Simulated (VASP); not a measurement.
Write the native input for VASP 6.6.1 that does the following.

```yaml
Task: single point
Functional: r2SCAN0
Potentials_or_basis: VASP PAW PBE potentials, release 64 (Sb, Ga_d)
Cutoff: 520 eV
k_mesh: 4 × 4 × 4
Occupations: fermi-dirac, width 0.05 eV
Spin: no spin polarisation
Dipole_correction: no
Grid_for_exact_exchange_PRECFOCK: Normal
Further_INCAR_settings: ALGO = Normal; EDIFF = 1e-06; NBANDS = 16
```

GaSb:

```xyz
2
Lattice="0.0000 3.1190 3.1190 3.1190 0.0000 3.1190 3.1190 3.1190 0.0000" Properties=species:S:1:pos:R:3 pbc="T T T"
Sb    4.6785    4.6785    4.6785
Ga    0.0000    0.0000    0.0000
```

These files were run (other wordings do the same):

POSCAR

```
GaSb
1.0
    0.0000000000      3.1189956238      3.1189956238
    3.1189956238      0.0000000000      3.1189956238
    3.1189956238      3.1189956238      0.0000000000
Sb Ga
1 1
Direct
    0.7500000000      0.7500000000      0.7500000000
    0.0000000000      0.0000000000      0.0000000000
```

INCAR.step1

```
ALGO     = Normal         # electronic algorithm
EDIFF    = 1E-5           # SCF threshold, eV
ENCUT    = 520            # plane-wave cutoff, eV
GGA      = PE             # functional
ISIF     = 2              # what is computed and relaxed
ISMEAR   = -1             # smearing method
LASPH    = T              # aspherical terms in the spheres
LCHARG   = F              # write CHGCAR
LREAL    = F              # projectors in reciprocal space
LWAVE    = T              # write WAVECAR
NBANDS   = 16             # bands
NELM     = 100            # most SCF steps
PREC     = Accurate       # precision mode
SIGMA    = 0.05           # smearing width, eV
```

INCAR.step2

```
AEXX     = 0.25           # exact-exchange fraction
ALGO     = Normal         # electronic algorithm
EDIFF    = 1E-6           # SCF threshold, eV
ENCUT    = 520            # plane-wave cutoff, eV
ISIF     = 2              # what is computed and relaxed
ISMEAR   = -1             # smearing method
ISTART   = 1            
LASPH    = T              # aspherical terms in the spheres
LCHARG   = F              # write CHGCAR
LHFCALC  = T              # exact exchange
LMIXTAU  = T            
LREAL    = F              # projectors in reciprocal space
LWAVE    = F              # write WAVECAR
METAGGA  = R2SCAN         # meta-GGA
NBANDS   = 16             # bands
NELM     = 100            # most SCF steps
PREC     = Accurate       # precision mode
PRECFOCK = Normal       
SIGMA    = 0.05           # smearing width, eV
```

KPOINTS

```
k-points
0
Gamma
  4 4 4
```

Potentials or basis: VASP PAW PBE potentials, release 64 (Sb, Ga_d).

Command:

```sh
$ cat potpaw_PBE.64/Sb/POTCAR potpaw_PBE.64/Ga_d/POTCAR > POTCAR
$ cp INCAR.step1 INCAR
$ mpirun -np 1 vasp_std > vasp.out
$ cp INCAR.step2 INCAR
$ mpirun -np 1 vasp_std > vasp.out
```

It gave:

```yaml
Pressure: -4.0 GPa
Band_gap_on_the_k_mesh: 1.31 eV, direct
```

Caveat: the k points lie up to 0.44 Å⁻¹ apart; the PAW data sets were made with another functional, which shifts forces and pressure a little; spin-orbit coupling is left out, which moves the levels of the heavy elements.

Run time: 18 min on 1 thread of AMD EPYC 7R13 Processor (Zen 3), with other jobs on the host, peak memory 0.19 GiB.
